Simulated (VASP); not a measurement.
Wanted: the native input for a VASP 6.6.1 run.

* Task: relaxation of cell and atoms
* Functional: PBE
* Potentials or basis: VASP PAW PBE potentials, release 64 (Cd, Re, C)
* Cutoff: 600 eV
* k mesh: 10 × 10 × 10
* Occupations: gaussian, width 0.1 eV
* Spin: no spin polarisation
* Dipole correction: no
* Further INCAR settings: ALGO = Normal; EDIFF = 1e-07; IBRION = 2; EDIFFG = -0.01; NSW = 100; ISIF = 3

The structure of CdRe3C lies in POSCAR:

```
CdRe3C
1.0
    4.1363243818      0.0000000000      0.0000000000
    0.0000000000      4.1363243818      0.0000000000
    0.0000000000      0.0000000000      4.1363243818
Cd Re C
1 3 1
Direct
    0.0000000000      0.0000000000      0.0000000000
    0.5000000000      0.0000000000      0.5000000000
    0.0000000000      0.5000000000      0.5000000000
    0.5000000000      0.5000000000      0.0000000000
    0.5000000000      0.5000000000      0.5000000000
```

One way to write it, as run:

INCAR

```
SYSTEM = CdRe3C
PREC     = Accurate       ! precision mode
ENCUT    = 600            ! plane-wave cutoff, eV
EDIFF    = 1E-7           ! SCF threshold, eV
ISMEAR   = 0              ! smearing method
SIGMA    = 0.1            ! smearing width, eV
LREAL    = .FALSE.        ! projectors in reciprocal space
LASPH    = .TRUE.         ! aspherical terms in the spheres
NELM     = 100            ! most SCF steps
ALGO     = Normal         ! electronic algorithm
ISIF     = 3              ! what is computed and relaxed
LWAVE    = .FALSE.        ! write WAVECAR
LCHARG   = .FALSE.        ! write CHGCAR
GGA      = PE             ! functional
IBRION   = 2              ! ionic algorithm
NSW      = 100            ! ionic steps
EDIFFG   = -0.01          ! ionic threshold
```

KPOINTS

```
regular mesh
0
G
  10 10 10
  0 0 0
```

Potentials or basis: VASP PAW PBE potentials, release 64 (Cd, Re, C).

The run is started by

```sh
$ cat potpaw_PBE.64/Cd/POTCAR potpaw_PBE.64/Re/POTCAR potpaw_PBE.64/C/POTCAR > POTCAR
$ mpirun -np 1 vasp_std > vasp.out
```

Results of the run:

```yaml
Relaxed_volume: 14.24 Å³/atom
Relaxed_cell: a = 4.145 Å, b = 4.145 Å, c = 4.145 Å, α = 90.00°, β = 90.00°, γ = 90.00°
Space_group_after_relaxing_to_0.05_Å: Pm-3m (No. 221)
Energy_gained_by_relaxing: 0.5 meV/atom
Ionic_steps: 3
Pressure_after_relaxing: 0.0 GPa
```

It took 4.7 min on 1 thread of Intel(R) Xeon(R) Platinum 8488C (Sapphire Rapids), on a shared host, peak memory 0.3 GiB.
